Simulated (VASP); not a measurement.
Write the native input for VASP 6.6.1 that does the following.

```yaml
Task: single point
Functional: PBEsol
Potentials_or_basis: VASP PAW PBE potentials, release 64 (B, N)
Cutoff: 600 eV
k_mesh: 12 × 12 × 12
Occupations: gaussian, width 0.1 eV
Spin: no spin polarisation
Dipole_correction: no
Further_INCAR_settings: ALGO = Normal; EDIFF = 1e-06; NBANDS = 11
```

The structure of BN lies in POSCAR:

```
BN
1.0
    0.0000000000      1.8130010000      1.8130010000
    1.8130010000      0.0000000000      1.8130010000
    1.8130010000      1.8130010000      0.0000000000
B N
1 1
Direct
    0.0000000000      0.0000000000      0.0000000000
    0.7500000000      0.7500000000      0.7500000000
```

One way to write it, as run:

INCAR

```
SYSTEM = BN
PREC     = Accurate       ! precision mode
ENCUT    = 600            ! plane-wave cutoff, eV
EDIFF    = 1E-6           ! SCF threshold, eV
ISMEAR   = 0              ! smearing method
SIGMA    = 0.1            ! smearing width, eV
LREAL    = .FALSE.        ! projectors in reciprocal space
LASPH    = .TRUE.         ! aspherical terms in the spheres
NELM     = 120            ! most SCF steps
ALGO     = Normal         ! electronic algorithm
ISIF     = 2              ! what is computed and relaxed
LWAVE    = .FALSE.        ! write WAVECAR
LCHARG   = .TRUE.         ! write CHGCAR
GGA      = PS             ! functional
LELF     = .TRUE.         ! ELF
LVHAR    = .TRUE.       
NBANDS   = 11             ! bands
GGA_COMPAT= .FALSE.
```

KPOINTS

```
regular mesh
0
G
  12 12 12
  0 0 0
```

Potentials or basis: VASP PAW PBE potentials, release 64 (B, N).

Command:

```bash
$ cat potpaw_PBE.64/B/POTCAR potpaw_PBE.64/N/POTCAR > POTCAR
$ mpirun -np 1 vasp_std > vasp.out
```

Results of the run:

```json
{
 "Pressure": "-6.0 GPa",
 "Band gap on the k mesh": "4.27 eV, indirect (least direct gap 8.72 eV)"
}
```

Caveat: the PAW data sets were made with another functional, which shifts forces and pressure a little.

Wall time 16 s on 1 thread of Intel Xeon 8259CL (shared host), peak memory 0.12 GiB.
